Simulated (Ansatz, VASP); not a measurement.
One calculation of Cu, two programs

```xyz
2
Lattice="2.4931 0.0000 0.0000 0.0000 2.4931 0.0000 0.0000 0.0000 3.5028" Properties=species:S:1:pos:R:3 pbc="T T T"
Cu    0.0000    0.0000    0.0000
Cu    1.2466    1.2466    1.7514
```

Alike in both runs: functional LDA; k mesh 16 × 16 × 12; occupations methfessel-paxton of order 1, width 0.1 eV; no spin polarisation.

Ansatz relaxed the structure, and its values are those at the end. VASP's run is a single point on that final structure, the one shown.

|  | VASP | Ansatz |
| --- | --- | --- |
| version | VASP 6.6.1 | Ansatz 0.2.0 |
| potentials or method | VASP PAW LDA potentials, release 64 (Cu_sv_GW) | scalar-relativistic, plane waves, PAW |
| plane-wave cutoff (eV) | 700 | 420 |
| valence electrons in the cell | 38 | 38 |

```tsv
	VASP	Ansatz	Ansatz less VASP
gap on the k mesh at the Fermi level (eV)	none	none	-
pressure (GPa)	-4.5	0.0	+4.49
```

LDA's correlation is that of Perdew and Zunger in VASP and of Perdew and Wang (1992) in Ansatz. A gap of «none» marks a metal or a gap that the smearing closes. One of these differences is far larger than is usual between the two programs; its cause wasn't traced.
